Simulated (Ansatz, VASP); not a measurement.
# Hf: VASP beside Ansatz

```xyz
1
Lattice="-1.8050 1.8050 1.8050 1.8050 -1.8050 1.8050 1.8050 1.8050 -1.8050" Properties=species:S:1:pos:R:3 pbc="T T T"
Hf    0.0000    0.0000    0.0000
```

Alike in both runs: task single point; functional PBE; k mesh 9 × 9 × 9; occupations fermi-dirac, width 0.1 eV; no spin polarisation.

```csv
,VASP,Ansatz
version,VASP 6.6.1,Ansatz 0.2.0
potentials or method,"VASP PAW PBE potentials, release 64 (Hf_pv), cutoff 520 eV","plane waves, PAW"
valence electrons in the cell,10,26
```

```csv
,VASP,Ansatz,Ansatz less VASP
pressure (GPa),-4.9,-4.5,+0.36
```

VASP's potentials hold 10 valence electrons a cell and Ansatz's 26, so a difference there can come from the potentials and not from the codes.

Neither program's run includes spin-orbit coupling.
